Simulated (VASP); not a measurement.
# CdSe (Imm2) in VASP: single point with PBEsol

Aim: the single point of CdSe with PBEsol.

Everything below comes from runs of VASP 6.6.1. Logs are shortened: lines on timing, memory, paths and dates and some standing lists are left out, and cuts for length are marked.

**1. The cell of the first run**

It takes space group Imm2 (No. 44, orthorhombic). Conventional cell: a = 4.258 Å, b = 4.345 Å, c = 6.021 Å, α = 90.00°, β = 90.00°, γ = 90.00°. Within 3.5 Å of Cd (site symmetry mm2) lie 4 Se at 2.62 to 2.63 Å. Se (site symmetry mm2) has 4 Cd at 2.62 to 2.63 Å within 3.5 Å.

**2. Single point, PBEsol**

The input, INCAR:

```
SYSTEM = CdSe
PREC = Accurate ; ENCUT = 500
EDIFF = 1E-6 ; ISMEAR = 0
SIGMA = 0.01 ; LREAL = .False.
LASPH = .True. ; NELM = 120
ALGO = Normal ; ISIF = 2
LWAVE = .False. ; LCHARG = .True.
GGA = PS ; LELF = .True.
LVHAR = .True. ; NBANDS = 16
GGA_COMPAT = .False.
```

The input, KPOINTS:

```
regular mesh
0
Gamma
  4 4 4
  0 0 0
```

The input, POSCAR:

```
CdSe
1.0
    0.0307356223      3.0413980473      3.0106624250
    3.0413980473      0.0307356223      3.0106624250
    3.0721336695      3.0721336695     -0.0000000001
Cd Se
1 1
Direct
    0.0022091484      0.0022091484     -0.0022091484
    0.2477908516      0.2477908516      0.2522091484
```

Potentials or basis: VASP PAW PBE potentials, release 64 (Cd, Se).

Started as:

```
$ cat potpaw_PBE.64/Cd/POTCAR potpaw_PBE.64/Se/POTCAR > POTCAR
$ mpirun -np 1 vasp_std > vasp.out
```

OUTCAR:

```text
SYSTEM = CdSe
   PREC = Accurate
   ENCUT = 500
   EDIFF = 1E-6
   ISMEAR = 0
   LREAL = .False.
   LASPH = .True.
   NELM = 120
   ISIF = 2
   GGA = PS

 ion  position               nearest neighbor table
   1  0.002  0.002  0.998-   2 2.62   2 2.62   2 2.63   2 2.63
   2  0.248  0.248  0.252-   1 2.62   1 2.62   1 2.63   1 2.63

  LATTYP: Found a body centered orthorhombic cell.
 ALAT       =     4.2577196332
 B/A-ratio  =     1.0204178469
 C/A-ratio  =     1.4142135624

  Lattice vectors:

 A1 = (   3.0413980472,   0.0307356222,  -3.0106624251)
 A2 = (  -3.0413980473,  -0.0307356223,  -3.0106624250)
 A3 = (   0.0307356223,   3.0413980473,   3.0106624250)

Analysis of symmetry for initial positions (statically):
=====================================================================
 Subroutine PRICEL returns:
 Original cell was already a primitive cell.

 Routine SETGRP: Setting up the symmetry group for a
 body centered orthorhombic supercell.

 Subroutine GETGRP returns: Found  4 space group operations
 (whereof  4 operations were pure point group operations)
 out of a pool of  8 trial point group operations.

The static configuration has the point symmetry C_2v.

Analysis of symmetry for dynamics (positions and initial velocities):
=====================================================================
 Subroutine PRICEL returns:
 Original cell was already a primitive cell.

 Routine SETGRP: Setting up the symmetry group for a
 body centered orthorhombic supercell.

 Subroutine GETGRP returns: Found  4 space group operations
 (whereof  4 operations were pure point group operations)
 out of a pool of  8 trial point group operations.

The dynamic configuration has the point symmetry C_2v.

 Subroutine INISYM returns: Found  4 space group operations
 (whereof  4 operations are pure point group operations),
 and found     1 'primitive' translations

----------------------------------------------------------------------------------------

                                     Primitive cell

  volume of cell :      55.6922

  direct lattice vectors                    reciprocal lattice vectors
     0.030735622  3.041398047  3.010662425    -0.166076408  0.166076408  0.166076408
     3.041398047  0.030735622  3.010662425     0.166076408 -0.166076408  0.166076408
     3.072133669  3.072133669 -0.000000000     0.162753335  0.162753335 -0.166076408

  length of vectors
     4.279618558  4.279618558  4.344653101     0.287652776  0.287652776  0.283828591

  position of ions in fractional coordinates (direct lattice)
     0.002209148  0.002209148  0.997790852
     0.247790852  0.247790852  0.252209148

  ion indices of the primitive-cell ions
   primitive index   ion index
                 1           1
                 2           2

----------------------------------------------------------------------------------------

 KPOINTS: regular mesh

Automatic generation of k-mesh.
 Grid dimensions read from file:
 generate k-points for:    4    4    4

 Generating k-lattice:

  Cartesian coordinates                     Fractional coordinates (reciprocal lattice)
    -0.041519102  0.041519102  0.041519102     0.250000000  0.000000000 -0.000000000
     0.041519102 -0.041519102  0.041519102     0.000000000  0.250000000 -0.000000000
     0.040688334  0.040688334 -0.041519102     0.000000000  0.000000000  0.250000000

  Length of vectors
     0.071913194  0.071913194  0.070957148

  Shift w.r.t. Gamma in fractional coordinates (k-lattice)
     0.000000000  0.000000000  0.000000000

 Subroutine IBZKPT returns following result:
 ===========================================

 Found     18 irreducible k-points:

 Following reciprocal coordinates:
            Coordinates               Weight
  0.000000  0.000000  0.000000      1.000000
  0.250000 -0.000000 -0.000000      4.000000
  0.500000 -0.000000 -0.000000      2.000000
  0.250000  0.250000 -0.000000      2.000000
  0.500000  0.250000 -0.000000      4.000000
 -0.250000  0.250000  0.000000      2.000000
[... 10 lines left out ...]
  0.250000  0.250000  0.500000      2.000000
 -0.250000  0.250000  0.500000      2.000000
   k-points           NKPTS =     18   k-points in BZ     NKDIM =     18   number of bands    NBANDS=     16
   number of dos      NEDOS =    301   number of ions     NIONS =      2
   total plane-waves  NPLWV =  32768
   dimension x,y,z NGX =    32 NGY =   32 NGZ =   32
   dimension x,y,z NGXF=    64 NGYF=   64 NGZF=   64
   ions per type =               1   1
   NGX,Y,Z   is equivalent  to a cutoff of  12.43, 12.43, 12.24 a.u.
   NGXF,Y,Z  is equivalent  to a cutoff of  24.86, 24.86, 24.49 a.u.
 SYSTEM =  CdSe
   PREC   = accura    normal or accurate (medium, high low for compatibility)
   ISTART =      0    job   : 0-new  1-cont  2-samecut
   ICHARG =      2    charge: 1-file 2-atom 10-const
   ISPIN  =      1    spin polarized calculation?
   LNONCOLLINEAR =      F non collinear calculations
   LSORBIT =      F    spin-orbit coupling
   LASPH  =      T    aspherical Exc in radial PAW
   ENCUT  =  500.0 eV  36.75 Ry    6.06 a.u.   7.80  7.80  7.92*2*pi/ulx,y,z
   NELM   =    120;   NELMIN=  2; NELMDL= -5     # of ELM steps
   EDIFF  = 0.1E-05   stopping-criterion for ELM
   LREAL  =      F    real-space projection
   EDIFFG = 0.1E-04   stopping-criterion for IOM
   NSW    =      0    number of steps for IOM
   IBRION =     -1    ionic relax: 0-MD 1-quasi-New 2-CG
   NFREE  =      0    steps in history (QN), initial steepest desc. (CG)
   ISIF   =      2    stress and relaxation
   ISYM   =      2    0-nonsym 1-usesym 2-fastsym
   POTIM  = 0.5000    time-step for ionic-motion
   TEBEG  =    0.0;   TEEND  =   0.0 temperature during run
   PSTRESS=    0.0 pullay stress
   NELECT =      18.0000    total number of electrons
   NUPDOWN=      -1.0000    fix difference up-down
   EMIN   =  10.00;   EMAX   =-10.00  energy-range for DOS
   EFERMI =   0.00;   METHOD = LEGACY
   ISMEAR =     0;   SIGMA  =   0.01  broadening in eV -4-tet -1-fermi 0-gaus
   EFERMI_NEDOS =   21; number of points for ismear=-14 and -15
   IALGO  =     38    algorithm
   IMIX   =      4    mixing-type and parameters
     AMIX     =   0.40;   BMIX     =  1.00
     AMIX_MAG =   1.60;   BMIX_MAG =  1.00
  volume/ion in A,a.u.               =      27.85       187.91
  Fermi-wavevector in a.u.,A,eV,Ry     =   1.123486  2.123080 17.173551  1.262220
  Thomas-Fermi vector in A             =   2.260152
   LORBIT       =      0    0 simple, 1 ext, 2 COOP (PROOUT), +10 PAW based schemes
   GGA     = PS    functional components
   LHFCALC =     F    Hartree Fock is set to
   AEXX    =    0.0000 exact exchange contribution
   IVDW    =     0    specifies the selected vdW correction
   LEPSILON=     F    determine dielectric tensor
   LRPA    =     F    only Hartree local field effects (RPA)
 non-spin polarized calculation
 Gauss-broadening in eV      SIGMA  =   0.01
  energy-cutoff  :      500.00
  volume of cell :       55.69
 maximum number of plane-waves:      1431
   NGX = 15   NGY = 15   NGZ = 15

 number of electron      18.0000000 magnetization

 Free energy of the ion-electron system (eV)
  ---------------------------------------------------
  ext. energy  EPLUGINS =         0.00000000
  ---------------------------------------------------
  free energy    TOTEN  =        -6.11931546 eV

  energy without entropy =       -6.11931546  energy(sigma->0) =       -6.11931546

 E-fermi :   1.0538     XC(G=0):  -9.1336

 val. band max:        0.9587080080   @ k =   0.0000   0.0000   0.0000
 cond. band min:       1.4066231933   @ k =   0.0000   0.0000   0.0000
 fundamental gap:      0.4479151853
 Fermi energy:         1.0538279368

 k-point     1 :       0.0000    0.0000    0.0000
  band No.  band energies     occupation
      1     -11.7515      2.00000
      2      -7.0615      2.00000
      3      -7.0522      2.00000
      4      -7.0511      2.00000
      5      -6.6677      2.00000
      6      -6.6650      2.00000
[... 8 lines left out ...]
     15      11.9198      0.00000
     16      12.0636      0.00000

 k-point     2 :       0.2500   -0.0000   -0.0000
  band No.  band energies     occupation
      1     -11.5548      2.00000
      2      -7.0028      2.00000
      3      -6.9955      2.00000
      4      -6.8380      2.00000
      5      -6.6659      2.00000
      6      -6.6625      2.00000
[... 8 lines left out ...]
     15      10.8197      0.00000
     16      11.0010      0.00000

 k-point     3 :       0.5000   -0.0000   -0.0000
  band No.  band energies     occupation
      1     -11.3547      2.00000
      2      -6.9616      2.00000
      3      -6.9564      2.00000
      4      -6.6418      2.00000
      5      -6.6383      2.00000
      6      -6.3506      2.00000
[... 8 lines left out ...]
     15      12.9385      0.00000
     16      13.1319      0.00000

 k-point     4 :       0.2500    0.2500   -0.0000
  band No.  band energies     occupation
      1     -11.4925      2.00000
      2      -6.9316      2.00000
      3      -6.9287      2.00000
      4      -6.8974      2.00000
      5      -6.6710      2.00000
      6      -6.6359      2.00000
[... 8 lines left out ...]
     15      12.4505      0.00000
     16      14.0780      0.00000
[... 210 lines left out ...]
 k-point    16 :       0.5000    0.0000    0.5000
  band No.  band energies     occupation
      1     -11.2384      2.00000
      2      -6.8625      2.00000
      3      -6.7881      2.00000
      4      -6.7775      2.00000
      5      -6.6050      2.00000
      6      -6.3041      2.00000
[... 8 lines left out ...]
     15      13.2947      0.00000
     16      14.0892      0.00000

 k-point    17 :       0.2500    0.2500    0.5000
  band No.  band energies     occupation
      1     -11.3703      2.00000
      2      -6.9268      2.00000
      3      -6.9256      2.00000
      4      -6.6844      2.00000
      5      -6.6731      2.00000
      6      -6.4774      2.00000
[... 8 lines left out ...]
     15      11.8528      0.00000
     16      13.7686      0.00000

 k-point    18 :      -0.2500    0.2500    0.5000
  band No.  band energies     occupation
      1     -11.2395      2.00000
      2      -6.8686      2.00000
      3      -6.8507      2.00000
      4      -6.7028      2.00000
      5      -6.6614      2.00000
      6      -6.1672      2.00000
[... 8 lines left out ...]
     15      13.5006      0.00000
     16      13.6742      0.00000

------------------------ aborting loop because EDIFF is reached ----------------------------------------

  FORCE on cell =-STRESS in cart. coord.  units (eV):
  Direction    XX          YY          ZZ          XY          YZ          ZX
  --------------------------------------------------------------------------------------
  -------------------------------------------------------------------------------------
  Total        0.3565892      0.3565892      0.4129400     -0.1522553      0.0000000      0.0000000
  in kB       10.2585163     10.2585163     11.8796412     -4.3801466      0.0000000      0.0000000
  external PRESSURE =      10.7988913 kB  Pullay stress =       0.0000000 kB

 VOLUME and BASIS-vectors are now :
 -----------------------------------------------------------------------------
  energy-cutoff  :      500.00
  volume of cell :       55.69
      direct lattice vectors                 reciprocal lattice vectors
     0.030735622  3.041398047  3.010662425    -0.166076408  0.166076408  0.166076408
     3.041398047  0.030735622  3.010662425     0.166076408 -0.166076408  0.166076408
     3.072133669  3.072133669 -0.000000000     0.162753335  0.162753335 -0.166076408

 POSITION                                       TOTAL-FORCE (eV/Angst)
 -----------------------------------------------------------------------------------
      3.07213      3.07213      0.01330        -0.000000     -0.000000     -0.000134
      1.53607      1.53607      1.49203         0.000000      0.000000      0.000134
 -----------------------------------------------------------------------------------
    total drift:                                0.000000      0.000000     -0.000100

  FREE ENERGIE OF THE ION-ELECTRON SYSTEM (eV)
  ---------------------------------------------------
  free  energy   TOTEN  =        -6.1193154608 eV

  energy  without entropy=       -6.1193154608  energy(sigma->0) =       -6.11931546
```

Wall time 7 s (1 thread of AMD EPYC 9R45 (Zen 5), shared host); peak memory 0.15 GiB.

Results:

| Quantity | Value |
| --- | --- |
| Free energy | -6.1193 eV |
| Pressure | 1.1 GPa |
| Band gap on the k mesh | 0.45 eV |

Levels at points of the mesh, in eV from the valence-band top:
```tsv
k point	band 5	band 6	band 7	band 8	band 9	band 10	band 11	band 12	band 13	band 14
(0.00, 0.00, 0.00)	-7.63	-7.62	-0.09	-0.02	0.00	0.45	5.69	5.80	5.91	9.59
(0.50, 0.00, 0.00)	-7.60	-7.31	-4.53	-0.89	-0.78	2.18	6.21	6.30	7.28	9.85
(0.50, 0.50, 0.00)	-7.56	-7.25	-4.19	-2.07	-1.89	2.87	3.61	9.05	10.13	10.13
(0.00, 0.00, 0.50)	-7.60	-7.33	-4.58	-0.80	-0.77	2.31	6.33	6.39	7.24	9.87
(0.50, 0.00, 0.50)	-7.56	-7.26	-4.24	-1.95	-1.93	2.93	3.66	8.93	10.10	10.19
```

Caveat: the k points lie up to 0.45 Å⁻¹ apart; semilocal functionals underestimate gaps, and a narrow one can read as zero; the PAW data sets were made with another functional, which shifts forces and pressure a little.
